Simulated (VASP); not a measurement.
# SnO2 (P4_2/mnm) in VASP: a series of runs, part 2 of 3

VASP 6.6.1.

**4. Single point, PBE (biaxial strain in the a-b plane: -1.5 %, then relaxed in part)**

Contents of INCAR:

```
SYSTEM = SnO2
  PREC = Accurate
  ENCUT = 520
  EDIFF = 1E-6
  ISMEAR = 0
  SIGMA = 0.02
  LREAL = .False.
  LASPH = .True.
  NELM = 80
  ALGO = Normal
  ISIF = 2
  LWAVE = .False.
  LCHARG = .False.
  GGA = PE
  NBANDS = 35
```

Contents of KPOINTS:

```
regular mesh
0
Gamma
  6 6 8
  0 0 0
```

Contents of POSCAR:

```
SnO2
1.0
    4.7547824924      0.0000000000      0.0000000000
    0.0000000000      4.7547824924      0.0000000000
    0.0000000000      0.0000000000      3.2734776159
Sn O
2 4
Direct
    0.5000000000      0.5000000000      0.5000000000
    0.0000000000      0.0000000000      0.0000000000
    0.1933941870      0.8066058130      0.5000000000
    0.8066058130      0.1933941870      0.5000000000
    0.3066058130      0.3066058130      0.0000000000
    0.6933941870      0.6933941870      0.0000000000
```

Potentials or basis: VASP PAW PBE potentials, release 64 (Sn_d, O).

The run is started by

```console
$ cat potpaw_PBE.64/Sn_d/POTCAR potpaw_PBE.64/O/POTCAR > POTCAR
$ mpirun -np 1 vasp_std > vasp.out
```

OUTCAR:

```text
SYSTEM = SnO2
   PREC = Accurate
   ENCUT = 520
   EDIFF = 1E-6
   ISMEAR = 0
   LREAL = .False.
   LASPH = .True.
   NELM = 80
   ISIF = 2
   GGA = PE

 ion  position               nearest neighbor table
   1  0.500  0.500  0.500-   3 2.06   4 2.06   5 2.09   6 2.09   5 2.09   6 2.09   2 3.74   2 3.74
                             2 3.74   2 3.74   2 3.74   2 3.74   2 3.74   2 3.74
   2  0.000  0.000  0.000-   5 2.06   6 2.06   3 2.09   4 2.09   3 2.09   4 2.09   1 3.74   1 3.74
                             1 3.74   1 3.74   1 3.74   1 3.74   1 3.74   1 3.74
   3  0.193  0.807  0.500-   1 2.06   2 2.09   2 2.09
   4  0.807  0.193  0.500-   1 2.06   2 2.09   2 2.09
   5  0.307  0.307  0.000-   2 2.06   1 2.09   1 2.09
   6  0.693  0.693  0.000-   2 2.06   1 2.09   1 2.09

  LATTYP: Found a simple tetragonal cell.
 ALAT       =     4.7547824924
 C/A-ratio  =     0.6884600129

  Lattice vectors:

 A1 = (   4.7547824924,   0.0000000000,   0.0000000000)
 A2 = (   0.0000000000,   4.7547824924,   0.0000000000)
 A3 = (   0.0000000000,   0.0000000000,   3.2734776159)

Analysis of symmetry for initial positions (statically):
=====================================================================
 Subroutine PRICEL returns:
 Original cell was already a primitive cell.

[... 179 lines left out ...]

 E-fermi :   5.9317     XC(G=0): -11.0903

 val. band max:        5.7578068913   @ k =   0.0000   0.0000   0.0000
 cond. band min:       6.5512508441   @ k =   0.0000   0.0000   0.0000
 fundamental gap:      0.7934439527
 Fermi energy:         5.9317039582

 k-point     1 :       0.0000    0.0000    0.0000
  band No.  band energies     occupation
      1     -15.2854      2.00000
      2     -14.5406      2.00000
      3     -14.3787      2.00000
      4     -14.3523      2.00000
      5     -14.3523      2.00000
      6     -14.3146      2.00000
[... 901 lines left out ...]
     34      18.0073      0.00000
     35      18.1136      0.00000

 [... further k-points ...]
[... 5 lines left out ...]
  --------------------------------------------------------------------------------------
  -------------------------------------------------------------------------------------
  Total        2.1924714      2.1924714      0.3714658     -0.0000000      0.0000000      0.0000000
  in kB       47.4650384     47.4650384      8.0419004     -0.0000000      0.0000000      0.0000000
  external PRESSURE =      34.3239924 kB  Pullay stress =       0.0000000 kB

 VOLUME and BASIS-vectors are now :
 -----------------------------------------------------------------------------
  energy-cutoff  :      520.00
  volume of cell :       74.01
      direct lattice vectors                 reciprocal lattice vectors
     4.754782492  0.000000000  0.000000000     0.210314563  0.000000000  0.000000000
     0.000000000  4.754782492  0.000000000     0.000000000  0.210314563  0.000000000
     0.000000000  0.000000000  3.273477616     0.000000000  0.000000000  0.305485516

 POSITION                                       TOTAL-FORCE (eV/Angst)
 -----------------------------------------------------------------------------------
      2.37739      2.37739      1.63674        -0.000000      0.000000      0.000000
      0.00000      0.00000      0.00000        -0.000000      0.000000      0.000000
      0.91955      3.83524      1.63674         0.006755     -0.006755      0.000000
      3.83524      0.91955      1.63674        -0.006755      0.006755     -0.000000
      1.45784      1.45784      0.00000        -0.006755     -0.006755      0.000000
      3.29694      3.29694      0.00000         0.006755      0.006755     -0.000000
 -----------------------------------------------------------------------------------
    total drift:                                0.000000      0.000000      0.000000

  FREE ENERGIE OF THE ION-ELECTRON SYSTEM (eV)
  ---------------------------------------------------
  free  energy   TOTEN  =       -37.2763870350 eV

  energy  without entropy=      -37.2763870350  energy(sigma->0) =      -37.27638704
```

OSZICAR:

```text
N       E                     dE             d eps       ncg     rms          rms(c)
DAV:   1     0.628385718374E+03    0.62839E+03   -0.25582E+04  3914   0.232E+03
DAV:   2     0.564485050958E+02   -0.57194E+03   -0.54060E+03  3796   0.609E+02
DAV:   3    -0.384805046872E+02   -0.94929E+02   -0.93386E+02  3877   0.206E+02
DAV:   4    -0.433405961942E+02   -0.48601E+01   -0.48263E+01  4376   0.506E+01
DAV:   5    -0.434685702294E+02   -0.12797E+00   -0.12776E+00  4347   0.863E+00    0.158E+01
DAV:   6    -0.371973771797E+02    0.62712E+01   -0.17600E+01  5568   0.642E+01    0.608E+00
DAV:   7    -0.373074134365E+02   -0.11004E+00   -0.20404E+00  4007   0.791E+00    0.319E+00
DAV:   8    -0.372835233956E+02    0.23890E-01   -0.18305E-01  5317   0.402E+00    0.743E-01
DAV:   9    -0.372755490332E+02    0.79744E-02   -0.35949E-02  5663   0.291E+00    0.130E-01
DAV:  10    -0.372762889301E+02   -0.73990E-03   -0.40735E-03  4463   0.546E-01    0.484E-02
DAV:  11    -0.372763888679E+02   -0.99938E-04   -0.20568E-04  5260   0.117E-01    0.172E-02
DAV:  12    -0.372763896261E+02   -0.75817E-06   -0.13773E-05  5086   0.252E-02    0.117E-02
DAV:  13    -0.372763868997E+02    0.27264E-05   -0.73626E-06  4217   0.400E-02    0.178E-03
DAV:  14    -0.372763870350E+02   -0.13531E-06   -0.61530E-07  2256   0.571E-03
   1 F= -.37276387E+02 E0= -.37276387E+02  d E =-.575697E-37
```

stdout:

```text
POSCAR found type information on POSCAR SnO
 POSCAR found :  2 types and       6 ions
 scaLAPACK will be used
 LDA part: xc-table for (Slater+PW92), standard interpolation
 POSCAR, INCAR and KPOINTS ok, starting setup
 FFT: planning ... GRIDC
 FFT: planning ... GRID_SOFT
 FFT: planning ... GRID
 WAVECAR not read
 entering main loop
```

Wall time 39 s (1 thread of Intel Xeon 6975P-C (Granite Rapids), shared host); peak memory 0.23 GiB.

Results:

```
Free energy            : -37.2764 eV
Pressure               : 3.4 GPa
Largest force          : 0.010 eV/Å
Band gap on the k mesh : 0.79 eV, direct
```

Forces on the atoms (eV/Å):
```
Sn   0.000  0.000  0.000
Sn   0.000  0.000  0.000
O    0.007 -0.007  0.000
O   -0.007  0.007  0.000
O   -0.007 -0.007  0.000
O    0.007  0.007  0.000
```

Stress tensor (GPa, compression positive):
```
4.75 0.00 0.00
0.00 4.75 0.00
0.00 0.00 0.80
```

Levels at points of the mesh, in eV from the valence-band top:
```csv
k point,band 23,band 24,band 25,band 26,band 27,band 28,band 29,band 30
"(0.00, 0.00, 0.00)",-1.30,-0.72,-0.72,0.00,0.79,5.65,6.00,6.00
"(0.50, 0.00, 0.00)",-1.24,-1.24,-0.59,-0.59,4.06,4.06,6.74,6.74
"(0.50, 0.50, 0.00)",-1.38,-1.38,-0.82,-0.82,4.40,4.40,7.18,7.18
"(0.00, 0.00, 0.50)",-1.58,-1.58,-1.20,-1.20,5.77,5.77,9.57,9.57
"(0.50, 0.00, 0.50)",-1.02,-1.02,-0.68,-0.68,6.07,6.07,7.89,7.89
"(0.50, 0.50, 0.50)",-0.91,-0.91,-0.76,-0.76,4.55,4.55,8.74,8.74
```

Caveat: the cell differs from its parent crystal (biaxial strain in the a-b plane: -1.5 %, then relaxed in part); spin-orbit coupling is left out, which moves the levels of the heavy elements.

**5. Single point, PBE (biaxial strain in the a-b plane: -1.5 %)**

Contents of INCAR:

```
ALGO     = Normal         # electronic algorithm
EDIFF    = 1E-7           # SCF threshold, eV
ENCUT    = 520            # plane-wave cutoff, eV
GGA      = PE             # functional
ISIF     = 2              # what is computed and relaxed
ISMEAR   = 0              # smearing method
LASPH    = T              # aspherical terms in the spheres
LCHARG   = T              # write CHGCAR
LELF     = T              # ELF
LREAL    = F              # projectors in reciprocal space
LVHAR    = T            
LWAVE    = F              # write WAVECAR
NBANDS   = 35             # bands
NELM     = 80             # most SCF steps
PREC     = Accurate       # precision mode
SIGMA    = 0.02           # smearing width, eV
```

Contents of KPOINTS:

```
k-points
0
Gamma
  6 6 8
```

Contents of POSCAR:

```
SnO2
1.0
    4.7547824924      0.0000000000      0.0000000000
    0.0000000000      4.7547824924      0.0000000000
    0.0000000000      0.0000000000      3.2672956179
Sn O
2 4
Direct
    0.5000000000      0.5000000000      0.5000000000
    0.0000000000      0.0000000000      0.0000000000
    0.1934234767      0.8065765233      0.5000000000
    0.8065765233      0.1934234767      0.5000000000
    0.3065765233      0.3065765233      0.0000000000
    0.6934234767      0.6934234767      0.0000000000
```

The run is started by

```console
$ cat potpaw_PBE.64/Sn_d/POTCAR potpaw_PBE.64/O/POTCAR > POTCAR
$ mpirun -np 1 vasp_std > vasp.out
```

It took 44 s on 1 thread of Intel Xeon 6975P-C (Granite Rapids), shared host; peak memory 0.23 GiB.

It converged, with:

```yaml
Free_energy: -37.2752 eV
Pressure: 3.9 GPa
Largest_force: 0.016 eV/Å
Band_gap_on_the_k_mesh: 0.82 eV, direct
```

Forces on the atoms (eV/Å):
```
Sn   0.000  0.000  0.000
Sn   0.000  0.000  0.000
O    0.011 -0.011  0.000
O   -0.011  0.011  0.000
O   -0.011 -0.011  0.000
O    0.011  0.011  0.000
```

Stress tensor (GPa, compression positive):
```
5.02 0.00 0.00
0.00 5.02 0.00
0.00 0.00 1.54
```

Levels at points of the mesh, in eV from the valence-band top:
```csv
k point,band 23,band 24,band 25,band 26,band 27,band 28,band 29,band 30
"(0.00, 0.00, 0.00)",-1.29,-0.73,-0.73,0.00,0.82,5.68,6.02,6.02
"(0.50, 0.00, 0.00)",-1.24,-1.24,-0.60,-0.60,4.08,4.08,6.76,6.76
"(0.50, 0.50, 0.00)",-1.38,-1.38,-0.82,-0.82,4.42,4.42,7.20,7.20
"(0.00, 0.00, 0.50)",-1.59,-1.59,-1.20,-1.20,5.80,5.80,9.58,9.58
"(0.50, 0.00, 0.50)",-1.03,-1.03,-0.68,-0.68,6.09,6.09,7.90,7.90
"(0.50, 0.50, 0.50)",-0.91,-0.91,-0.77,-0.77,4.57,4.57,8.75,8.75
```

Caveat: the cell differs from its parent crystal (biaxial strain in the a-b plane: -1.5 %); spin-orbit coupling is left out, which moves the levels of the heavy elements.

(Continued in part 3 of 3.)
